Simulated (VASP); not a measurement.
# Be (P6_3/mmc) in VASP: a series of runs

The runs below take Be through single point, with PBE.

Everything below comes from runs of VASP 6.6.1. Logs are shortened: lines on timing, memory, paths and dates and some standing lists are left out, and cuts for length are marked.

## 1. The cell of the first run

The structure is hexagonal, space group P6_3/mmc (No. 194). The conventional cell has a = 2.285 Å, b = 2.285 Å, c = 3.584 Å, α = 90.00°, β = 90.00°, γ = 120.00°. Be (site symmetry -6m2) has 12 Be at 2.23 to 2.29 Å within 2.9 Å.

## 2. Single point, PBE

INCAR reads:

```
SYSTEM = Be
ALGO     = Normal         ! electronic algorithm
EDIFF    = 1E-6           ! SCF threshold, eV
ENCUT    = 520            ! plane-wave cutoff, eV
GGA      = PE             ! functional
ISIF     = 2              ! what is computed and relaxed
ISMEAR   = -1             ! smearing method
LASPH    = .True.         ! aspherical terms in the spheres
LCHARG   = .True.         ! write CHGCAR
LELF     = .True.         ! ELF
LREAL    = .False.        ! projectors in reciprocal space
LVHAR    = .True.       
LWAVE    = .False.        ! write WAVECAR
NBANDS   = 9              ! bands
NELM     = 60             ! most SCF steps
PREC     = Accurate       ! precision mode
SIGMA    = 0.05           ! smearing width, eV
```

KPOINTS reads:

```
k-points
0
Gamma
  15 15 8
  0 0 0
```

POSCAR reads:

```
Be
1.0
    2.2853000000      0.0000000000      0.0000000000
   -1.1426500000      1.9791278553      0.0000000000
    0.0000000000      0.0000000000      3.5842000000
Be
2
Direct
    0.3333333333      0.6666666667      0.2500000000
    0.6666666667      0.3333333333      0.7500000000
```

Potentials or basis: VASP PAW PBE potentials, release 64 (Be).

The run is started by

```console
$ cat potpaw_PBE.64/Be/POTCAR > POTCAR
$ mpirun -np 1 vasp_std > vasp.out
```

OUTCAR:

```text
SYSTEM = Be
   EDIFF = 1E-6
   ENCUT = 520
   GGA = PE
   ISIF = 2
   ISMEAR = -1
   LASPH = .True.
   LREAL = .False.
   NELM = 60
   PREC = Accurate

 ion  position               nearest neighbor table
   1  0.333  0.667  0.250-   2 2.23   2 2.23   2 2.23   2 2.23   2 2.23   2 2.23
   2  0.667  0.333  0.750-   1 2.23   1 2.23   1 2.23   1 2.23   1 2.23   1 2.23

  LATTYP: Found a hexagonal cell.
 ALAT       =     2.2853000000
 C/A-ratio  =     1.5683717674

  Lattice vectors:

 A1 = (   2.2853000000,   0.0000000000,   0.0000000000)
 A2 = (  -1.1426500000,   1.9791278553,   0.0000000000)
 A3 = (   0.0000000000,   0.0000000000,   3.5842000000)

Analysis of symmetry for initial positions (statically):
=====================================================================
 Subroutine PRICEL returns:
 Original cell was already a primitive cell.

 Routine SETGRP: Setting up the symmetry group for a
 hexagonal supercell.

 Subroutine GETGRP returns: Found 24 space group operations
 (whereof 12 operations were pure point group operations)
 out of a pool of 24 trial point group operations.

The static configuration has the point symmetry D_3d.
 The point group associated with its full space group is D_6h.

Analysis of symmetry for dynamics (positions and initial velocities):
=====================================================================
 Subroutine PRICEL returns:
 Original cell was already a primitive cell.

 Routine SETGRP: Setting up the symmetry group for a
 hexagonal supercell.

 Subroutine GETGRP returns: Found 24 space group operations
 (whereof 12 operations were pure point group operations)
 out of a pool of 24 trial point group operations.

The dynamic configuration has the point symmetry D_3d.
 The point group associated with its full space group is D_6h.

 Subroutine INISYM returns: Found 24 space group operations
 (whereof 12 operations are pure point group operations),
 and found     1 'primitive' translations

----------------------------------------------------------------------------------------

                                     Primitive cell

  volume of cell :      16.2110

  direct lattice vectors                    reciprocal lattice vectors
     2.285300000  0.000000000  0.000000000     0.437579311  0.252636533  0.000000000
    -1.142650000  1.979127855  0.000000000     0.000000000  0.505273066  0.000000000
     0.000000000  0.000000000  3.584200000     0.000000000  0.000000000  0.279002288

  length of vectors
     2.285300000  2.285300000  3.584200000     0.505273066  0.505273066  0.279002288

  position of ions in fractional coordinates (direct lattice)
     0.333333333  0.666666667  0.250000000
     0.666666667  0.333333333  0.750000000

  ion indices of the primitive-cell ions
   primitive index   ion index
                 1           1
                 2           2

----------------------------------------------------------------------------------------

 KPOINTS: k-points

Automatic generation of k-mesh.
 Grid dimensions read from file:
 generate k-points for:   15   15    8

 Generating k-lattice:

  Cartesian coordinates                     Fractional coordinates (reciprocal lattice)
     0.029171954  0.016842436  0.000000000     0.066666667  0.000000000  0.000000000
     0.000000000  0.033684871  0.000000000     0.000000000  0.066666667  0.000000000
     0.000000000  0.000000000  0.034875286     0.000000000  0.000000000  0.125000000

  Length of vectors
     0.033684871  0.033684871  0.034875286

  Shift w.r.t. Gamma in fractional coordinates (k-lattice)
     0.000000000  0.000000000  0.000000000

 Subroutine IBZKPT returns following result:
 ===========================================

 Found    135 irreducible k-points:

 Following reciprocal coordinates:
            Coordinates               Weight
  0.000000  0.000000  0.000000      1.000000
  0.066667  0.000000  0.000000      6.000000
  0.133333  0.000000  0.000000      6.000000
  0.200000  0.000000  0.000000      6.000000
  0.266667  0.000000  0.000000      6.000000
  0.333333  0.000000  0.000000      6.000000
[... 16 lines left out ...]
  0.333333  0.200000  0.000000     12.000000
  0.400000  0.200000  0.000000      6.000000
 [... further k-points ...]
   k-points           NKPTS =    135   k-points in BZ     NKDIM =    135   number of bands    NBANDS=      9
   number of dos      NEDOS =    301   number of ions     NIONS =      2
   total plane-waves  NPLWV =   9072
   dimension x,y,z NGX =    18 NGY =   18 NGZ =   28
   dimension x,y,z NGXF=    36 NGYF=   36 NGZF=   56
   ions per type =               2
   NGX,Y,Z   is equivalent  to a cutoff of  13.09, 13.09, 12.99 a.u.
   NGXF,Y,Z  is equivalent  to a cutoff of  26.19, 26.19, 25.97 a.u.
 SYSTEM =  Be
   PREC   = accura    normal or accurate (medium, high low for compatibility)
   ISTART =      0    job   : 0-new  1-cont  2-samecut
   ICHARG =      2    charge: 1-file 2-atom 10-const
   ISPIN  =      1    spin polarized calculation?
   LNONCOLLINEAR =      F non collinear calculations
   LSORBIT =      F    spin-orbit coupling
   LASPH  =      T    aspherical Exc in radial PAW
   ENCUT  =  520.0 eV  38.22 Ry    6.18 a.u.   4.25  4.25  6.66*2*pi/ulx,y,z
   NELM   =     60;   NELMIN=  2; NELMDL= -5     # of ELM steps
   EDIFF  = 0.1E-05   stopping-criterion for ELM
   LREAL  =      F    real-space projection
   EDIFFG = 0.1E-04   stopping-criterion for IOM
   NSW    =      0    number of steps for IOM
   IBRION =     -1    ionic relax: 0-MD 1-quasi-New 2-CG
   NFREE  =      0    steps in history (QN), initial steepest desc. (CG)
   ISIF   =      2    stress and relaxation
   ISYM   =      2    0-nonsym 1-usesym 2-fastsym
   POTIM  = 0.5000    time-step for ionic-motion
   TEBEG  =    0.0;   TEEND  =   0.0 temperature during run
   PSTRESS=    0.0 pullay stress
   NELECT =       4.0000    total number of electrons
   NUPDOWN=      -1.0000    fix difference up-down
   EMIN   =  10.00;   EMAX   =-10.00  energy-range for DOS
   EFERMI =   0.00;   METHOD = LEGACY
   ISMEAR =    -1;   SIGMA  =   0.05  broadening in eV -4-tet -1-fermi 0-gaus
   EFERMI_NEDOS =   21; number of points for ismear=-14 and -15
   IALGO  =     38    algorithm
   IMIX   =      4    mixing-type and parameters
     AMIX     =   0.40;   BMIX     =  1.00
     AMIX_MAG =   1.60;   BMIX_MAG =  1.00
  volume/ion in A,a.u.               =       8.11        54.70
  Fermi-wavevector in a.u.,A,eV,Ry     =   1.026814  1.940397 14.345258  1.054347
  Thomas-Fermi vector in A             =   2.160726
   LORBIT       =      0    0 simple, 1 ext, 2 COOP (PROOUT), +10 PAW based schemes
   GGA     = PE    functional components
   LHFCALC =     F    Hartree Fock is set to
   AEXX    =    0.0000 exact exchange contribution
   IVDW    =     0    specifies the selected vdW correction
   LEPSILON=     F    determine dielectric tensor
   LRPA    =     F    only Hartree local field effects (RPA)
 non-spin polarized calculation
  energy-cutoff  :      520.00
  volume of cell :       16.21
 maximum number of plane-waves:       454
 NGX is ok and might be reduce to    18
   NGX =  9   NGY =  9   NGZ = 13

 number of electron       4.0000000 magnetization

 Free energy of the ion-electron system (eV)
  ---------------------------------------------------
  ext. energy  EPLUGINS =         0.00000000
  ---------------------------------------------------
  free energy    TOTEN  =        -7.52965182 eV

  energy without entropy =       -7.52844262  energy(sigma->0) =       -7.52904722

 E-fermi :   7.1395     XC(G=0): -10.5239

 val. band max:        7.0370281052   @ k =   0.2667   0.1333   0.0000
 cond. band min:       7.1895612564   @ k =   0.3333   0.3333   0.5000
 fundamental gap:      0.1525331512
 Fermi energy:         7.1395465194

 k-point     1 :       0.0000    0.0000    0.0000
  band No.  band energies     occupation
      1      -4.3917      2.00000
      2       2.5071      2.00000
      3       7.9184      0.00000
      4      22.4295      0.00000
      5      22.4295      0.00000
      6      25.2482      0.00000
      7      25.2482      0.00000
      8      27.4099      0.00000
      9      33.4655      0.00000

 k-point     2 :       0.0667    0.0000    0.0000
  band No.  band energies     occupation
      1      -4.2653      2.00000
      2       2.6712      2.00000
      3       7.9578      0.00000
      4      21.4150      0.00000
      5      21.6901      0.00000
      6      25.2529      0.00000
      7      25.6212      0.00000
      8      27.1614      0.00000
      9      31.6138      0.00000

 k-point     3 :       0.1333    0.0000    0.0000
  band No.  band energies     occupation
      1      -3.8860      2.00000
      2       3.1628      2.00000
      3       8.0629      0.00000
      4      19.0990      0.00000
      5      20.3308      0.00000
      6      25.1251      0.00000
      7      25.8280      0.00000
      8      26.2551      0.00000
      9      29.0347      0.00000

 k-point     4 :       0.2000    0.0000    0.0000
  band No.  band energies     occupation
      1      -3.2535      2.00000
      2       3.9794      2.00000
      3       8.1706      0.00000
      4      16.4748      0.00000
      5      18.9877      0.00000
      6      24.3910      0.00000
      7      24.4100      0.00000
      8      25.4562      0.00000
      9      26.8888      0.00000
[... 205 lines left out ...]
 k-point    22 :       0.2667    0.2000    0.0000
  band No.  band energies     occupation
      1       0.3006      2.00000
      2       7.5234      0.00093
      3       8.4497      0.00000
      4       9.9292      0.00000
      5      14.0274      0.00000
      6      17.6897      0.00000
      7      20.8762      0.00000
      8      22.0589      0.00000
      9      22.8389      0.00000

 k-point    23 :       0.3333    0.2000    0.0000
  band No.  band energies     occupation
      1       1.7771      2.00000
      2       5.8281      2.00000
      3       9.5700      0.00000
      4      10.2242      0.00000
      5      13.6384      0.00000
      6      15.4046      0.00000
      7      20.0598      0.00000
      8      21.7721      0.00000
      9      21.9512      0.00000

 k-point    24 :       0.4000    0.2000    0.0000
  band No.  band energies     occupation
      1       2.9420      2.00000
      2       4.4984      2.00000
      3       9.5462      0.00000
      4      11.4940      0.00000
      5      13.5114      0.00000
      6      13.9342      0.00000
      7      19.7634      0.00000
      8      21.6799      0.00000
      9      21.6823      0.00000

 [... further k-points ...]

------------------------ aborting loop because EDIFF is reached ----------------------------------------

  FORCE on cell =-STRESS in cart. coord.  units (eV):
  Direction    XX          YY          ZZ          XY          YZ          ZX
  --------------------------------------------------------------------------------------
  -------------------------------------------------------------------------------------
  Total       -0.3727634     -0.3727634     -0.0980868      0.0000000      0.0000000     -0.0000000
  in kB      -36.8412646    -36.8412646     -9.6942009      0.0000000      0.0000000     -0.0000000
  external PRESSURE =     -27.7922433 kB  Pullay stress =       0.0000000 kB

 VOLUME and BASIS-vectors are now :
 -----------------------------------------------------------------------------
  energy-cutoff  :      520.00
  volume of cell :       16.21
      direct lattice vectors                 reciprocal lattice vectors
     2.285300000  0.000000000  0.000000000     0.437579311  0.252636533  0.000000000
    -1.142650000  1.979127855  0.000000000     0.000000000  0.505273066  0.000000000
     0.000000000  0.000000000  3.584200000     0.000000000  0.000000000  0.279002288

 POSITION                                       TOTAL-FORCE (eV/Angst)
 -----------------------------------------------------------------------------------
     -0.00000      1.31942      0.89605         0.000000     -0.000000      0.000000
      1.14265      0.65971      2.68815         0.000000      0.000000      0.000000
 -----------------------------------------------------------------------------------
    total drift:                                0.000000     -0.000000      0.000000

  FREE ENERGIE OF THE ION-ELECTRON SYSTEM (eV)
  ---------------------------------------------------
  free  energy   TOTEN  =        -7.5296518215 eV

  energy  without entropy=       -7.5284426244  energy(sigma->0) =       -7.52904722
```

Wall time 6.8 s (1 thread of Intel Xeon 6975P-C (Granite Rapids), shared host); peak memory 0.13 GiB.

What came out:

```
Free energy            : -7.5297 eV
Pressure               : -2.8 GPa
Band gap on the k mesh : zero (band 2 reaches 7.52 eV, above the bottom of band 3 at 5.75 eV)
```

Levels at points of the mesh, in eV from the Fermi level:
| k point | band 1 | band 2 | band 3 | band 4 | band 5 | band 6 | band 7 |
| --- | --- | --- | --- | --- | --- | --- | --- |
| (0.00, 0.00, 0.00) | -11.53 | -4.63 | 0.78 | 15.29 | 15.29 | 18.11 | 18.11 |
| (0.00, 0.00, 0.50) | -9.38 | -9.38 | 10.30 | 10.30 | 16.92 | 16.92 | 16.92 |

## 3. Single point, PBE

INCAR reads:

```
  PREC = Accurate
  ENCUT = 520
  EDIFF = 1E-7
  ISMEAR = -1
  SIGMA = 0.05
  LREAL = False
  LASPH = True
  NELM = 100
  ALGO = Normal
  ISIF = 2
  LWAVE = False
  LCHARG = True
  GGA = PE
  LELF = True
  LVHAR = True
  NBANDS = 9
```

KPOINTS reads:

```
Automatic mesh
0
Gamma
  15 15 8
```

POSCAR is that of step 2.

Potentials or basis: VASP PAW PBE potentials, release 64 (Be).

The run is started by

```console
$ cat potpaw_PBE.64/Be/POTCAR > POTCAR
$ mpirun -np 1 vasp_std > vasp.out
```

It took 7.9 s on 1 thread of Intel Xeon 6975P-C (Granite Rapids), shared host; peak memory 0.13 GiB.

It converged, with:

```yaml
Free_energy: -7.5297 eV
Pressure: -2.8 GPa
Band_gap_on_the_k_mesh: zero (band 2 reaches 7.52 eV, above the bottom of band 3 at 5.75 eV)
```

Stress tensor (GPa, compression positive):
```
-3.69  0.00  0.00
 0.00 -3.69  0.00
 0.00  0.00 -0.97
```

Levels at points of the mesh, in eV from the Fermi level:
```tsv
k point	band 1	band 2	band 3	band 4	band 5
(0.00, 0.00, 0.00)	-11.53	-4.63	0.78	15.29	15.29
(0.00, 0.00, 0.50)	-9.38	-9.38	10.30	10.30	16.92
```
